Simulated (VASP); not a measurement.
# Zn (Pm-3m) in VASP: further runs

Runs on Zn. Level: PBE. Tasks: single point.

Everything below comes from runs of VASP 6.6.1. Logs are shortened: lines on timing, memory, paths and dates and some standing lists are left out, and cuts for length are marked.

## Step 1: The cell of the first run

It takes space group Pm-3m (No. 221, cubic). The conventional cell has a = 2.631 Å, b = 2.631 Å, c = 2.631 Å, α = 90.00°, β = 90.00°, γ = 90.00°. Zn (site symmetry m-3m) has 6 Zn at 2.63 Å within 3.5 Å.

## Step 2: Single point, PBE

The input, INCAR:

```
PREC = Accurate
ENCUT = 520
EDIFF = 1E-6
ISMEAR = -1
SIGMA = 0.06122561905347299
LREAL = False
LASPH = True
NELM = 80
ALGO = Normal
ISIF = 2
LWAVE = False
LCHARG = False
GGA = PE
NBANDS = 12
```

The input, KPOINTS:

```
Automatic mesh
0
Gamma
  41 41 41
```

The input, POSCAR:

```
Zn
1.0
    2.6312284449      0.0000000000      0.0000000000
    0.0000000000      2.6312284449      0.0000000000
    0.0000000000      0.0000000000      2.6312284449
Zn
1
Direct
    0.0000000000      0.0000000000      0.0000000000
```

Potentials or basis: VASP PAW PBE potentials, release 64 (Zn).

The run is started by

```console
cat potpaw_PBE.64/Zn/POTCAR > POTCAR
mpirun -np 1 vasp_std > vasp.out
```

OUTCAR:

```text
PREC = Accurate
   ENCUT = 520
   EDIFF = 1E-6
   ISMEAR = -1
   LREAL = False
   LASPH = True
   NELM = 80
   ISIF = 2
   GGA = PE

 ion  position               nearest neighbor table
   1  0.000  0.000  0.000-

  LATTYP: Found a simple cubic cell.
 ALAT       =     2.6312284449

  Lattice vectors:

 A1 = (   2.6312284449,   0.0000000000,   0.0000000000)
 A2 = (   0.0000000000,   2.6312284449,   0.0000000000)
 A3 = (   0.0000000000,   0.0000000000,   2.6312284449)

Analysis of symmetry for initial positions (statically):
=====================================================================
 Subroutine PRICEL returns:
 Original cell was already a primitive cell.

 Routine SETGRP: Setting up the symmetry group for a
 simple cubic supercell.

 Subroutine GETGRP returns: Found 48 space group operations
 (whereof 48 operations were pure point group operations)
 out of a pool of 48 trial point group operations.

The static configuration has the point symmetry O_h .

Analysis of symmetry for dynamics (positions and initial velocities):
=====================================================================
 Subroutine PRICEL returns:
 Original cell was already a primitive cell.

 Routine SETGRP: Setting up the symmetry group for a
 simple cubic supercell.

 Subroutine GETGRP returns: Found 48 space group operations
 (whereof 48 operations were pure point group operations)
 out of a pool of 48 trial point group operations.

The dynamic configuration has the point symmetry O_h .

 Subroutine INISYM returns: Found 48 space group operations
 (whereof 48 operations are pure point group operations),
 and found     1 'primitive' translations

----------------------------------------------------------------------------------------

                                     Primitive cell

  volume of cell :      18.2170

  direct lattice vectors                    reciprocal lattice vectors
     2.631228445  0.000000000  0.000000000     0.380050619  0.000000000  0.000000000
     0.000000000  2.631228445  0.000000000     0.000000000  0.380050619  0.000000000
     0.000000000  0.000000000  2.631228445     0.000000000  0.000000000  0.380050619

  length of vectors
     2.631228445  2.631228445  2.631228445     0.380050619  0.380050619  0.380050619

  position of ions in fractional coordinates (direct lattice)
     0.000000000  0.000000000  0.000000000

  ion indices of the primitive-cell ions
   primitive index   ion index
                 1           1

----------------------------------------------------------------------------------------

 KPOINTS: Automatic mesh

Automatic generation of k-mesh.
 Grid dimensions read from file:
 generate k-points for:   41   41   41

 Generating k-lattice:

  Cartesian coordinates                     Fractional coordinates (reciprocal lattice)
     0.009269527  0.000000000  0.000000000     0.024390244  0.000000000  0.000000000
     0.000000000  0.009269527  0.000000000     0.000000000  0.024390244  0.000000000
     0.000000000  0.000000000  0.009269527     0.000000000  0.000000000  0.024390244

  Length of vectors
     0.009269527  0.009269527  0.009269527

  Shift w.r.t. Gamma in fractional coordinates (k-lattice)
     0.000000000  0.000000000  0.000000000

 Subroutine IBZKPT returns following result:
 ===========================================

 Found   1771 irreducible k-points:

 Following reciprocal coordinates:
            Coordinates               Weight
  0.000000  0.000000  0.000000      1.000000
  0.024390  0.000000  0.000000      6.000000
  0.048780  0.000000  0.000000      6.000000
  0.073171  0.000000  0.000000      6.000000
  0.097561  0.000000  0.000000      6.000000
  0.121951  0.000000  0.000000      6.000000
[... 16 lines left out ...]
  0.048780  0.024390  0.000000     24.000000
  0.073171  0.024390  0.000000     24.000000
 [... further k-points ...]
   k-points           NKPTS =   1771   k-points in BZ     NKDIM =   1771   number of bands    NBANDS=     12
   number of dos      NEDOS =    301   number of ions     NIONS =      1
   total plane-waves  NPLWV =   8000
   dimension x,y,z NGX =    20 NGY =   20 NGZ =   20
   dimension x,y,z NGXF=    40 NGYF=   40 NGZF=   40
   ions per type =               1
   NGX,Y,Z   is equivalent  to a cutoff of  12.64, 12.64, 12.64 a.u.
   NGXF,Y,Z  is equivalent  to a cutoff of  25.27, 25.27, 25.27 a.u.
 SYSTEM =  unknown system
   PREC   = accura    normal or accurate (medium, high low for compatibility)
   ISTART =      0    job   : 0-new  1-cont  2-samecut
   ICHARG =      2    charge: 1-file 2-atom 10-const
   ISPIN  =      1    spin polarized calculation?
   LNONCOLLINEAR =      F non collinear calculations
   LSORBIT =      F    spin-orbit coupling
   LASPH  =      T    aspherical Exc in radial PAW
   ENCUT  =  520.0 eV  38.22 Ry    6.18 a.u.   4.89  4.89  4.89*2*pi/ulx,y,z
   NELM   =     80;   NELMIN=  2; NELMDL= -5     # of ELM steps
   EDIFF  = 0.1E-05   stopping-criterion for ELM
   LREAL  =      F    real-space projection
   EDIFFG = 0.1E-04   stopping-criterion for IOM
   NSW    =      0    number of steps for IOM
   IBRION =     -1    ionic relax: 0-MD 1-quasi-New 2-CG
   NFREE  =      0    steps in history (QN), initial steepest desc. (CG)
   ISIF   =      2    stress and relaxation
   ISYM   =      2    0-nonsym 1-usesym 2-fastsym
   POTIM  = 0.5000    time-step for ionic-motion
   TEBEG  =    0.0;   TEEND  =   0.0 temperature during run
   PSTRESS=    0.0 pullay stress
   NELECT =      12.0000    total number of electrons
   NUPDOWN=      -1.0000    fix difference up-down
   EMIN   =  10.00;   EMAX   =-10.00  energy-range for DOS
   EFERMI =   0.00;   METHOD = LEGACY
   ISMEAR =    -1;   SIGMA  =   0.06  broadening in eV -4-tet -1-fermi 0-gaus
   EFERMI_NEDOS =   21; number of points for ismear=-14 and -15
   IALGO  =     38    algorithm
   IMIX   =      4    mixing-type and parameters
     AMIX     =   0.40;   BMIX     =  1.00
     AMIX_MAG =   1.60;   BMIX_MAG =  1.00
  volume/ion in A,a.u.               =      18.22       122.93
  Fermi-wavevector in a.u.,A,eV,Ry     =   1.424437  2.691796 27.606518  2.029022
  Thomas-Fermi vector in A             =   2.544928
   LORBIT       =      0    0 simple, 1 ext, 2 COOP (PROOUT), +10 PAW based schemes
   GGA     = PE    functional components
   LHFCALC =     F    Hartree Fock is set to
   AEXX    =    0.0000 exact exchange contribution
   IVDW    =     0    specifies the selected vdW correction
   LEPSILON=     F    determine dielectric tensor
   LRPA    =     F    only Hartree local field effects (RPA)
 non-spin polarized calculation
  energy-cutoff  :      520.00
  volume of cell :       18.22
 maximum number of plane-waves:       504
 NGX is ok and might be reduce to    20
   NGX =  9   NGY =  9   NGZ =  9

 number of electron      12.0000011 magnetization

 Free energy of the ion-electron system (eV)
  ---------------------------------------------------
  ext. energy  EPLUGINS =         0.00000000
  ---------------------------------------------------
  free energy    TOTEN  =        -0.88404719 eV

  energy without entropy =       -0.87985590  energy(sigma->0) =       -0.88195155

 E-fermi :   1.7564     XC(G=0): -10.5640

 val. band max:        1.7521360393   @ k =   0.3902   0.0244   0.0000
 cond. band min:       1.7649438152   @ k =   0.3902   0.0244   0.0244
 fundamental gap:      0.0128077759
 Fermi energy:         1.7563577005

 k-point     1 :       0.0000    0.0000    0.0000
  band No.  band energies     occupation
      1      -7.1825      2.00000
      2      -6.1150      2.00000
      3      -6.1150      2.00000
      4      -4.9719      2.00000
      5      -4.9719      2.00000
      6      -4.9719      2.00000
      7      13.9688      0.00000
      8      13.9688      0.00000
      9      13.9688      0.00000
     10      16.8786      0.00000
     11      16.8786      0.00000
     12      19.5509      0.00000

 k-point     2 :       0.0244    0.0000    0.0000
  band No.  band energies     occupation
      1      -7.1694      2.00000
      2      -6.1143      2.00000
      3      -6.1115      2.00000
      4      -4.9739      2.00000
      5      -4.9739      2.00000
      6      -4.9717      2.00000
      7      13.6830      0.00000
      8      13.9840      0.00000
      9      13.9840      0.00000
     10      16.8883      0.00000
     11      17.1175      0.00000
     12      19.6272      0.00000

 k-point     3 :       0.0488    0.0000    0.0000
  band No.  band energies     occupation
      1      -7.1299      2.00000
      2      -6.1122      2.00000
      3      -6.1006      2.00000
      4      -4.9799      2.00000
      5      -4.9799      2.00000
      6      -4.9712      2.00000
      7      13.0198      0.00000
      8      14.0298      0.00000
      9      14.0298      0.00000
     10      16.9177      0.00000
     11      17.6110      0.00000
     12      19.8857      0.00000

 k-point     4 :       0.0732    0.0000    0.0000
  band No.  band energies     occupation
      1      -7.0650      2.00000
      2      -6.1087      2.00000
      3      -6.0819      2.00000
      4      -4.9898      2.00000
      5      -4.9898      2.00000
      6      -4.9704      2.00000
      7      12.2076      0.00000
      8      14.1058      0.00000
      9      14.1058      0.00000
     10      16.9668      0.00000
     11      18.0686      0.00000
     12      20.3875      0.00000

 k-point     5 :       0.0976    0.0000    0.0000
  band No.  band energies     occupation
      1      -6.9759      2.00000
      2      -6.1040      2.00000
      3      -6.0543      2.00000
      4      -5.0032      2.00000
      5      -5.0032      2.00000
      6      -4.9692      2.00000
      7      11.3431      0.00000
      8      14.2117      0.00000
      9      14.2117      0.00000
     10      17.0357      0.00000
     11      18.3900      0.00000
     12      21.1358      0.00000

 k-point     6 :       0.1220    0.0000    0.0000
  band No.  band energies     occupation
      1      -6.8650      2.00000
      2      -6.0980      2.00000
      3      -6.0159      2.00000
      4      -5.0199      2.00000
      5      -5.0199      2.00000
      6      -4.9678      2.00000
      7      10.4633      0.00000
      8      14.3470      0.00000
      9      14.3470      0.00000
     10      17.1245      0.00000
     11      18.6102      0.00000
     12      22.0569      0.00000

 k-point     7 :       0.1463    0.0000    0.0000
  band No.  band energies     occupation
      1      -6.7367      2.00000
      2      -6.0911      2.00000
      3      -5.9629      2.00000
      4      -5.0393      2.00000
      5      -5.0393      2.00000
      6      -4.9662      2.00000
      7       9.5847      0.00000
      8      14.5110      0.00000
      9      14.5110      0.00000
     10      17.2334      0.00000
     11      18.7818      0.00000
     12      23.0793      0.00000

 k-point     8 :       0.1707    0.0000    0.0000
  band No.  band energies     occupation
      1      -6.5985      2.00000
      2      -6.0832      2.00000
      3      -5.8882      2.00000
      4      -5.0611      2.00000
      5      -5.0611      2.00000
      6      -4.9644      2.00000
      7       8.7156      0.00000
      8      14.7029      0.00000
      9      14.7029      0.00000
     10      17.3626      0.00000
     11      18.9352      0.00000
     12      24.1595      0.00000
[... 166 lines left out ...]
 k-point    20 :       0.4634    0.0000    0.0000
  band No.  band energies     occupation
      1      -5.9940      2.00000
      2      -5.9088      2.00000
      3      -5.2999      2.00000
      4      -5.2999      2.00000
      5      -4.9434      2.00000
      6      -1.8777      2.00000
      7      -0.1768      2.00000
      8      18.2644      0.00000
      9      18.2644      0.00000
     10      20.6017      0.00000
     11      20.9068      0.00000
     12      21.9741      0.00000

 k-point    21 :       0.4878    0.0000    0.0000
  band No.  band energies     occupation
      1      -5.9926      2.00000
      2      -5.9032      2.00000
      3      -5.3037      2.00000
      4      -5.3037      2.00000
      5      -4.9431      2.00000
      6      -1.3451      2.00000
      7      -0.7605      2.00000
      8      18.3938      0.00000
      9      18.3938      0.00000
     10      20.9629      0.00000
     11      21.0013      0.00000
     12      21.5240      0.00000

 k-point    22 :       0.0244    0.0244    0.0000
  band No.  band energies     occupation
      1      -7.1561      2.00000
      2      -6.1122      2.00000
      3      -6.1093      2.00000
      4      -4.9759      2.00000
      5      -4.9740      2.00000
      6      -4.9735      2.00000
      7      13.6444      0.00000
      8      13.7539      0.00000
      9      13.9993      0.00000
     10      17.0122      0.00000
     11      17.2457      0.00000
     12      19.6985      0.00000

 k-point    23 :       0.0488    0.0244    0.0000
  band No.  band energies     occupation
      1      -7.1167      2.00000
      2      -6.1095      2.00000
      3      -6.0991      2.00000
      4      -4.9819      2.00000
      5      -4.9798      2.00000
      6      -4.9732      2.00000
      7      13.0255      0.00000
      8      13.7569      0.00000
      9      14.0451      0.00000
     10      17.0822      0.00000
     11      17.7117      0.00000
     12      19.9420      0.00000

 k-point    24 :       0.0732    0.0244    0.0000
  band No.  band energies     occupation
      1      -7.0518      2.00000
      2      -6.1059      2.00000
      3      -6.0805      2.00000
      4      -4.9917      2.00000
      5      -4.9896      2.00000
      6      -4.9724      2.00000
      7      12.2170      0.00000
      8      13.8290      0.00000
      9      14.1211      0.00000
     10      17.1391      0.00000
     11      18.1815      0.00000
     12      20.4237      0.00000

 [... further k-points ...]
[... 5 lines left out ...]
  --------------------------------------------------------------------------------------
  -------------------------------------------------------------------------------------
  Total        0.0117726      0.0117726      0.0117726     -0.0000000      0.0000000      0.0000000
  in kB        1.0354005      1.0354005      1.0354005     -0.0000000      0.0000000      0.0000000
  external PRESSURE =       1.0354005 kB  Pullay stress =       0.0000000 kB

 VOLUME and BASIS-vectors are now :
 -----------------------------------------------------------------------------
  energy-cutoff  :      520.00
  volume of cell :       18.22
      direct lattice vectors                 reciprocal lattice vectors
     2.631228445  0.000000000  0.000000000     0.380050619  0.000000000  0.000000000
     0.000000000  2.631228445  0.000000000     0.000000000  0.380050619  0.000000000
     0.000000000  0.000000000  2.631228445     0.000000000  0.000000000  0.380050619

 POSITION                                       TOTAL-FORCE (eV/Angst)
 -----------------------------------------------------------------------------------
      0.00000      0.00000      0.00000         0.000000      0.000000      0.000000
 -----------------------------------------------------------------------------------
    total drift:                               -0.000000      0.000000      0.000000

  FREE ENERGIE OF THE ION-ELECTRON SYSTEM (eV)
  ---------------------------------------------------
  free  energy   TOTEN  =        -0.8840471868 eV

  energy  without entropy=       -0.8798559048  energy(sigma->0) =       -0.88195155
```

Run time: 2.9 min. Hardware: 1 thread of Intel Xeon Platinum 8488C (Sapphire Rapids), shared host; peak memory 0.44 GiB.

Results:

```yaml
Free_energy: -0.8840 eV
Pressure: 0.1 GPa
Band_gap_on_the_k_mesh: zero (band 6 reaches 7.16 eV, above the bottom of band 7 at -0.76 eV)
```

## Step 3: Single point, PBE

This run uses another cell than the first one, of 17.12 Å³/atom, 0.940 times its volume.

The input, INCAR:

```
SYSTEM = Zn
PREC = Accurate
ENCUT = 520
EDIFF = 1E-6
ISMEAR = -1
SIGMA = 0.06122561905347299
LREAL = .False.
LASPH = .True.
NELM = 80
ALGO = Normal
ISIF = 2
LWAVE = .False.
LCHARG = .False.
GGA = PE
NBANDS = 12
```

The input, KPOINTS:

```
regular mesh
0
Gamma
  14 14 14
  0 0 0
```

The input, POSCAR:

```
Zn
1.0
    2.5775148335      0.0000000000      0.0000000000
    0.0000000000      2.5775148335      0.0000000000
    0.0000000000      0.0000000000      2.5775148335
Zn
1
Direct
    0.0000000000      0.0000000000      0.0000000000
```

Potentials or basis: VASP PAW PBE potentials, release 64 (Zn).

The run is started by

```console
cat potpaw_PBE.64/Zn/POTCAR > POTCAR
mpirun -np 1 vasp_std > vasp.out
```

Wall time 20 s (1 thread of Intel Xeon 8259CL, shared host); peak memory 0.14 GiB.

Results (log left out):

| Property | Result |
| --- | --- |
| Free energy | -0.8721 eV |
| Pressure | 3.7 GPa |
| Band gap on the k mesh | zero (band 6 reaches 7.88 eV, above the bottom of band 7 at -0.72 eV) |

Levels at points of the mesh, in eV from the Fermi level:
```
           k point  band 2  band 3  band 4  band 5  band 6  band 7  band 8  band 9  band 10  band 11
(0.00, 0.00, 0.00)   -8.03   -8.03   -6.75   -6.75   -6.75   12.76   12.76   12.76    15.71    15.71
(0.50, 0.00, 0.00)   -7.82   -7.12   -7.12   -6.72   -2.96   -2.81   17.52   17.52    19.93    19.93
(0.50, 0.50, 0.00)   -7.69   -7.06   -7.06   -6.45    1.43    1.43    2.90    6.31    22.81    24.36
(0.50, 0.50, 0.50)   -7.75   -7.75   -6.43   -6.43    5.79    5.79    5.79   10.44    10.99    10.99
```

(Continued in part 2 of 2.)
